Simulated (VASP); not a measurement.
# MoS2 (R3m) in VASP: notebook

Runs on MoS2. Level: PBE. Tasks: electric field gradients.

All numbers are computed with VASP 6.6.1; they aren't measurements. Logs are shortened: lines on timing, memory, paths and dates and some standing lists are left out, and cuts for length are marked.

## (1) The cell of the first run

It takes space group R3m (No. 160, trigonal). The conventional cell has a = 3.225 Å, b = 3.225 Å, c = 18.730 Å, α = 90.00°, β = 90.00°, γ = 120.00°. Within 3.3 Å of Mo (site symmetry 3m) lie 6 S at 2.41 Å and 6 Mo at 3.23 Å. S (site symmetry 3m) has 3 Mo at 2.41 Å and 7 S at 3.06 to 3.23 Å within 3.3 Å. S (site symmetry 3m) has 3 Mo at 2.41 Å and 7 S at 3.06 to 3.23 Å within 3.3 Å.

## (2) Electric field gradients, PBE (18.75 Å³/atom)

Input file INCAR:

```
SYSTEM = MoS2
PREC = Accurate ; ENCUT = 520
EDIFF = 1E-8 ; ISMEAR = -1
SIGMA = 0.05 ; LREAL = .FALSE.
LASPH = .TRUE. ; NELM = 60
ALGO = Normal ; ISIF = 2
LWAVE = .FALSE. ; LCHARG = .FALSE.
GGA = PE ; LEFG = .TRUE.
NBANDS = 20
```

Input file KPOINTS:

```
regular mesh
0
G
  13 13 13
  0 0 0
```

Input file POSCAR:

```
MoS2
1.0
    1.6125180425      0.9309877259      6.2434257839
   -1.6125180425      0.9309877259      6.2434257839
    0.0000000000     -1.8619754517      6.2434257839
Mo S
1 2
Direct
    0.0000000000      0.0000000000      0.0000000000
    0.7484000000      0.7484000000      0.7484000000
    0.5849000000      0.5849000000      0.5849000000
```

Potentials or basis: VASP PAW PBE potentials, release 64 (Mo_sv, S).

Started as:

```sh
> cat potpaw_PBE.64/Mo_sv/POTCAR potpaw_PBE.64/S/POTCAR > POTCAR
> mpirun -np 1 vasp_std > vasp.out
```

OUTCAR:

```text
SYSTEM = MoS2
   PREC = Accurate
   ENCUT = 520
   EDIFF = 1E-8
   ISMEAR = -1
   LREAL = .FALSE.
   LASPH = .TRUE.
   NELM = 60
   ISIF = 2
   GGA = PE

 ion  position               nearest neighbor table
   1  0.000  0.000  0.000-   2 2.41   2 2.41   2 2.41   3 2.41   3 2.41   3 2.41
   2  0.748  0.748  0.748-   1 2.41   1 2.41   1 2.41
   3  0.585  0.585  0.585-   1 2.41   1 2.41   1 2.41

  LATTYP: Found a trigonal (rhomboedric) cell.
 ALAT       =     6.5151606352
 COS(alpha) =     0.8774851014

  Lattice vectors:

 A1 = (   1.6125180425,   0.9309877259,   6.2434257839)
 A2 = (  -1.6125180425,   0.9309877259,   6.2434257839)
 A3 = (   0.0000000000,  -1.8619754517,   6.2434257839)

Analysis of symmetry for initial positions (statically):
=====================================================================
 Subroutine PRICEL returns:
 Original cell was already a primitive cell.

 Routine SETGRP: Setting up the symmetry group for a
 trigonal (rhombohedral) supercell.

 Subroutine GETGRP returns: Found  6 space group operations
 (whereof  6 operations were pure point group operations)
 out of a pool of 12 trial point group operations.

The static configuration has the point symmetry C_3v.

Analysis of symmetry for dynamics (positions and initial velocities):
=====================================================================
 Subroutine PRICEL returns:
 Original cell was already a primitive cell.

 Routine SETGRP: Setting up the symmetry group for a
 trigonal (rhombohedral) supercell.

 Subroutine GETGRP returns: Found  6 space group operations
 (whereof  6 operations were pure point group operations)
 out of a pool of 12 trial point group operations.

The dynamic configuration has the point symmetry C_3v.

 Subroutine INISYM returns: Found  6 space group operations
 (whereof  6 operations are pure point group operations),
 and found     1 'primitive' translations

----------------------------------------------------------------------------------------

                                     Primitive cell

  volume of cell :      56.2371

  direct lattice vectors                    reciprocal lattice vectors
     1.612518043  0.930987726  6.243425784     0.310074050  0.179021336  0.053389492
    -1.612518043  0.930987726  6.243425784    -0.310074050  0.179021336  0.053389492
     0.000000000 -1.861975452  6.243425784     0.000000000 -0.358042672  0.053389492

  length of vectors
     6.515160635  6.515160635  6.515160635     0.362001372  0.362001372  0.362001372

  position of ions in fractional coordinates (direct lattice)
     0.000000000  0.000000000  0.000000000
     0.748400000  0.748400000  0.748400000
     0.584900000  0.584900000  0.584900000

  ion indices of the primitive-cell ions
   primitive index   ion index
                 1           1
                 2           2
                 3           3

----------------------------------------------------------------------------------------

 KPOINTS: regular mesh

Automatic generation of k-mesh.
 Grid dimensions read from file:
 generate k-points for:   13   13   13

 Generating k-lattice:

  Cartesian coordinates                     Fractional coordinates (reciprocal lattice)
     0.023851850  0.013770872  0.004106884     0.076923077 -0.000000000  0.000000000
    -0.023851850  0.013770872  0.004106884    -0.000000000  0.076923077  0.000000000
     0.000000000 -0.027541744  0.004106884     0.000000000  0.000000000  0.076923077

  Length of vectors
     0.027846259  0.027846259  0.027846259

  Shift w.r.t. Gamma in fractional coordinates (k-lattice)
     0.000000000  0.000000000  0.000000000

 Subroutine IBZKPT returns following result:
 ===========================================

 Found    231 irreducible k-points:

 Following reciprocal coordinates:
            Coordinates               Weight
  0.000000  0.000000  0.000000      1.000000
  0.076923  0.000000  0.000000      6.000000
  0.153846 -0.000000  0.000000      6.000000
  0.230769  0.000000  0.000000      6.000000
  0.307692 -0.000000  0.000000      6.000000
  0.384615  0.000000  0.000000      6.000000
[... 16 lines left out ...]
  0.384615  0.153846 -0.000000     12.000000
  0.461538  0.153846 -0.000000     12.000000
 [... further k-points ...]
   k-points           NKPTS =    231   k-points in BZ     NKDIM =    231   number of bands    NBANDS=     20
   number of dos      NEDOS =    301   number of ions     NIONS =      3
   total plane-waves  NPLWV = 110592
   dimension x,y,z NGX =    48 NGY =   48 NGZ =   48
   dimension x,y,z NGXF=    96 NGYF=   96 NGZF=   96
   ions per type =               1   2
   NGX,Y,Z   is equivalent  to a cutoff of  12.25, 12.25, 12.25 a.u.
   NGXF,Y,Z  is equivalent  to a cutoff of  24.50, 24.50, 24.50 a.u.
 SYSTEM =  MoS2
   PREC   = accura    normal or accurate (medium, high low for compatibility)
   ISTART =      0    job   : 0-new  1-cont  2-samecut
   ICHARG =      2    charge: 1-file 2-atom 10-const
   ISPIN  =      1    spin polarized calculation?
   LNONCOLLINEAR =      F non collinear calculations
   LSORBIT =      F    spin-orbit coupling
   LASPH  =      T    aspherical Exc in radial PAW
   ENCUT  =  520.0 eV  38.22 Ry    6.18 a.u.  12.11 12.11 12.11*2*pi/ulx,y,z
   NELM   =     60;   NELMIN=  2; NELMDL= -5     # of ELM steps
   EDIFF  = 0.1E-07   stopping-criterion for ELM
   LREAL  =      F    real-space projection
   EDIFFG = 0.1E-06   stopping-criterion for IOM
   NSW    =      0    number of steps for IOM
   IBRION =     -1    ionic relax: 0-MD 1-quasi-New 2-CG
   NFREE  =      0    steps in history (QN), initial steepest desc. (CG)
   ISIF   =      2    stress and relaxation
   ISYM   =      2    0-nonsym 1-usesym 2-fastsym
   POTIM  = 0.5000    time-step for ionic-motion
   TEBEG  =    0.0;   TEEND  =   0.0 temperature during run
   PSTRESS=    0.0 pullay stress
   NELECT =      26.0000    total number of electrons
   NUPDOWN=      -1.0000    fix difference up-down
   EMIN   =  10.00;   EMAX   =-10.00  energy-range for DOS
   EFERMI =   0.00;   METHOD = LEGACY
   ISMEAR =    -1;   SIGMA  =   0.05  broadening in eV -4-tet -1-fermi 0-gaus
   EFERMI_NEDOS =   21; number of points for ismear=-14 and -15
   IALGO  =     38    algorithm
   IMIX   =      4    mixing-type and parameters
     AMIX     =   0.40;   BMIX     =  1.00
     AMIX_MAG =   1.60;   BMIX_MAG =  1.00
  volume/ion in A,a.u.               =      18.75       126.50
  Fermi-wavevector in a.u.,A,eV,Ry     =   1.265878  2.392162 21.802601  1.602446
  Thomas-Fermi vector in A             =   2.399108
   LORBIT       =      0    0 simple, 1 ext, 2 COOP (PROOUT), +10 PAW based schemes
   GGA     = PE    functional components
   LHFCALC =     F    Hartree Fock is set to
   AEXX    =    0.0000 exact exchange contribution
   IVDW    =     0    specifies the selected vdW correction
   LEPSILON=     F    determine dielectric tensor
   LRPA    =     F    only Hartree local field effects (RPA)
 non-spin polarized calculation
  energy-cutoff  :      520.00
  volume of cell :       56.24
 maximum number of plane-waves:      1537
   NGX = 25   NGY = 25   NGZ = 25

 number of electron      25.9999998 magnetization

 Free energy of the ion-electron system (eV)
  ---------------------------------------------------
  ext. energy  EPLUGINS =         0.00000000
  ---------------------------------------------------
  free energy    TOTEN  =       -21.81010270 eV

  energy without entropy =      -21.81009640  energy(sigma->0) =      -21.81009955

 E-fermi :   7.3144     XC(G=0): -10.5105

 val. band max:        7.0065272233   @ k =   0.4615   0.4615   0.4615
 cond. band min:       7.7689340638   @ k =  -0.3077   0.3077   0.0000
 fundamental gap:      0.7624068405
 Fermi energy:         7.3144185891

 k-point     1 :       0.0000    0.0000    0.0000
  band No.  band energies     occupation
      1     -54.6567      2.00000
      2     -28.7752      2.00000
      3     -28.6217      2.00000
      4     -28.6217      2.00000
      5      -7.9018      2.00000
      6      -6.2631      2.00000
[... 12 lines left out ...]
     19      14.9052      0.00000
[... 513 lines left out ...]
      4     -28.7133      2.00000
      5      -6.2344      2.00000
      6      -5.7864      2.00000
[... 12 lines left out ...]
     19      14.8900      0.00000
     20      15.3726      0.00000

 [... further k-points ...]

------------------------ aborting loop because EDIFF is reached ----------------------------------------

  FORCE on cell =-STRESS in cart. coord.  units (eV):
  Direction    XX          YY          ZZ          XY          YZ          ZX
  --------------------------------------------------------------------------------------
  -------------------------------------------------------------------------------------
  Total       -0.6679681     -0.6679681      1.3374116      0.0000000      0.0000000      0.0000000
  in kB      -19.0302091    -19.0302091     38.1024513      0.0000000      0.0000000      0.0000000
  external PRESSURE =       0.0140110 kB  Pullay stress =       0.0000000 kB

 VOLUME and BASIS-vectors are now :
 -----------------------------------------------------------------------------
  energy-cutoff  :      520.00
  volume of cell :       56.24
      direct lattice vectors                 reciprocal lattice vectors
     1.612518043  0.930987726  6.243425784     0.310074050  0.179021336  0.053389492
    -1.612518043  0.930987726  6.243425784    -0.310074050  0.179021336  0.053389492
     0.000000000 -1.861975452  6.243425784     0.000000000 -0.358042672  0.053389492

 POSITION                                       TOTAL-FORCE (eV/Angst)
 -----------------------------------------------------------------------------------
      0.00000      0.00000      0.00000         0.000000     -0.000000     -0.002385
      0.00000      0.00000     14.01774         0.000000      0.000000      0.261689
      0.00000      0.00000     10.95534         0.000000     -0.000000     -0.259303
 -----------------------------------------------------------------------------------
    total drift:                                0.000000      0.000000     -0.000033

  FREE ENERGIE OF THE ION-ELECTRON SYSTEM (eV)
  ---------------------------------------------------
  free  energy   TOTEN  =       -21.8101027047 eV

  energy  without entropy=      -21.8100964039  energy(sigma->0) =      -21.81009955

 Electric field gradients (V/A^2)
---------------------------------------------------------------------
 ion       V_xx      V_yy      V_zz      V_xy      V_xz      V_yz
---------------------------------------------------------------------
   1      43.401    43.401   -86.803     0.000    -0.000    -0.000
   2      29.299    29.299   -58.597    -0.000    -0.000    -0.000
   3      28.765    28.765   -57.529     0.000     0.000    -0.000
---------------------------------------------------------------------

 Electric field gradients after diagonalization (V/A^2)
 (convention: |V_zz| > |V_xx| > |V_yy|)
----------------------------------------------------------------------
 ion       V_xx      V_yy      V_zz     asymmetry (V_yy - V_xx)/ V_zz
----------------------------------------------------------------------
   1      43.401    43.401   -86.803       0.000
   2      29.299    29.299   -58.597       0.000
   3      28.765    28.765   -57.529       0.000
----------------------------------------------------------------------

           NMR quadrupolar parameters

 Cq : quadrupolar parameter    Cq=e*Q*V_zz/h
 eta: asymmetry parameters     (V_yy - V_xx)/ V_zz
 Q  : nuclear electric quadrupole moment in mb (millibarn)
----------------------------------------------------------------------
 ion       Cq(MHz)       eta       Q (mb)
----------------------------------------------------------------------
   1      -0.210       0.000       1.000
   2      -0.142       0.000       1.000
   3      -0.139       0.000       1.000
----------------------------------------------------------------------
```

Wall time 9 min (1 thread of Intel Xeon Platinum 8375C at 2.90GHz (Ice Lake), shared host); peak memory 0.48 GiB.

What came out:

* Free energy: -21.8101 eV
* Pressure: 0.0 GPa
* Largest force: 0.262 eV/Å
* Band gap on the k mesh: 0.76 eV (least direct gap 1.68 eV)
* Largest electric field gradient by atom: Mo -86.8; S -58.6, -57.5 V/Å²

Forces on the atoms (eV/Å):
```
Mo   0.000  0.000 -0.002
S    0.000  0.000  0.262
S    0.000  0.000 -0.259
```

Electric field gradients, principal values (V/Å²):
```csv
atom,least,middle,greatest (by size)
1 Mo,43.401,43.401,-86.803
2 S,29.299,29.299,-58.597
3 S,28.765,28.765,-57.529
```

Caveat: without QUAD_EFG the Cq values of the log hold for a quadrupole moment of 1 mb, not for the nuclei; an odd mesh through Γ misses points on the zone boundary, where band edges can lie.

(Part 1 of 3 ends here.)
